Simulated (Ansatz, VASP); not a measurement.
**Two plane-wave programs on Ta**

```xyz
2
Lattice="2.9004 0.0000 0.0000 -1.4502 2.5118 0.0000 0.0000 0.0000 5.1663" Properties=species:S:1:pos:R:3 pbc="T T T"
Ta    1.4502    0.8373    3.8747
Ta    0.0000    1.6745    1.2916
```

Alike in both runs: task relaxation of cell and atoms; functional LDA; k mesh 11 × 11 × 6; occupations fermi-dirac, width 0.15 eV; no spin polarisation.

|  | VASP | Ansatz |
| --- | --- | --- |
| version | VASP 6.6.1 | Ansatz 0.2.0 |
| potentials or method | VASP PAW LDA potentials, release 64 (Ta_sv_GW) | plane waves, PAW |
| plane-wave cutoff (eV) | 500 | 420 |
| valence electrons in the cell | 26 | 26 |

```tsv
	VASP	Ansatz	Ansatz less VASP
relaxed volume (Å³/atom)	17.69	17.72	+0.029
relaxed cell length with the largest relative difference (Å)	2.839	2.841	+0.0024
```

LDA's correlation is that of Perdew and Zunger in VASP and of Perdew and Wang (1992) in Ansatz.

Spin-orbit coupling is off throughout.
